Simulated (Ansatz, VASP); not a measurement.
**Mg: VASP beside Ansatz**

```
CELL_PARAMETERS angstrom
-2.87092 2.87092 2.87092
2.87092 -2.87092 2.87092
2.87092 2.87092 -2.87092
ATOMIC_POSITIONS crystal
Mg 0.00000 0.50000 0.50000
Mg 0.50000 0.00000 0.50000
Mg 0.50000 0.50000 0.00000
```

Alike in both runs: functional PBE; k mesh 6 × 6 × 6; occupations gaussian, width 0.1 eV; no spin polarisation.

Ansatz relaxed the structure, and its values are those at the end. VASP's run is a single point on that final structure, the one shown.

```csv
,VASP,Ansatz
version,VASP 6.6.1,Ansatz 0.2.0
potentials or method,"VASP PAW PBE potentials, release 64 (Mg), cutoff 520 eV","scalar-relativistic, plane waves, PAW"
valence electrons in the cell,6,30
```

|  | VASP | Ansatz | Ansatz less VASP |
| --- | --- | --- | --- |
| gap on the k mesh at the Fermi level (eV) | none | none | - |
| pressure (GPa) | 0.1 | 0.2 | +0.04 |

A gap of «none» marks a metal or a gap that the smearing closes. VASP's potentials hold 6 valence electrons a cell and Ansatz's 30, so a difference there can come from the potentials and not from the codes.
